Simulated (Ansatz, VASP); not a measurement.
**Two plane-wave programs on Ru**

```
Ru
1.0
     2.82400    0.00000    0.00000
    -1.41200    2.44566    0.00000
     0.00000    0.00000    4.35822
Ru
2
Cartesian
  0.0000 1.6304 1.0896
  1.4120 0.8152 3.2687
```

Change from the starting cell: strain +0.050 along x and y, +0.025 along z, atoms carried along.

Alike in both runs: task single point; functional PBEsol; k mesh 24 × 24 × 14; occupations gaussian, width 0.15 eV; no spin polarisation.

```csv
,VASP,Ansatz
version,VASP 6.6.1,Ansatz 0.2.0
potentials or method,"VASP PAW PBE potentials, release 64 (Ru_pv), cutoff 520 eV","scalar-relativistic, plane waves, PAW"
valence electrons in the cell,28,32
```

```csv
,VASP,Ansatz,Ansatz less VASP
gap on the k mesh at the Fermi level (eV),none,none,-
pressure (GPa),-31.3,-31.1,+0.15
"traceless stress, the component that is largest in VASP (GPa)",3.26,3.27,+0.005
```

VASP's potentials were made for PBE, not for PBEsol. A gap of «none» marks a metal or a gap that the smearing closes. Both programs put the cell under strong tension, so it lies far from rest at this level. With one functional, cell and mesh, what is left measures potentials, basis and numerics. VASP's potentials hold 28 valence electrons a cell and Ansatz's 32, so a difference there can come from the potentials and not from the codes.

Noted on VASP's run: the cell as given lies far from equilibrium.
